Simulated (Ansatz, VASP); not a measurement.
# One calculation of TlSnH3, two programs

```
Tl Sn H
1.0
     0.00000    4.31151    4.31151
     4.31151    0.00000    4.31151
     4.31151    4.31151    0.00000
Tl Sn H
2 2 6
Direct
  0.00000 0.00000 0.00000
  0.25000 0.25000 0.25000
  0.75000 0.75000 0.75000
  0.50000 0.50000 0.50000
  0.50364 0.99636 0.99636
  0.99636 0.50364 0.50364
  0.99636 0.50364 0.99636
  0.50364 0.99636 0.50364
  0.99636 0.99636 0.50364
  0.50364 0.50364 0.99636
```

Alike in both runs: task relaxation of cell and atoms; functional PBE; k mesh 4 × 4 × 4; occupations gaussian, width 0.1 eV; no spin polarisation.

|  | VASP | Ansatz |
| --- | --- | --- |
| version | VASP 6.6.1 | Ansatz 0.2.0 |
| potentials or method | VASP PAW PBE potentials, release 64 (Tl_d, Sn_d, H), cutoff 600 eV | scalar-relativistic, plane waves, PAW |
| valence electrons in the cell | 60 | 60 |

```csv
,VASP,Ansatz,Ansatz less VASP
"gap on the k mesh at the Fermi level, each at its own relaxed structure (eV)",none,none,-
relaxed volume (Å³/atom),16.30,16.30,+0.001
relaxed length of the cell vector where the two differ most in proportion (Å),6.131,6.131,+0.0001
```

A gap of «none» marks a metal or a gap that the smearing closes.

Neither program's run includes spin-orbit coupling.
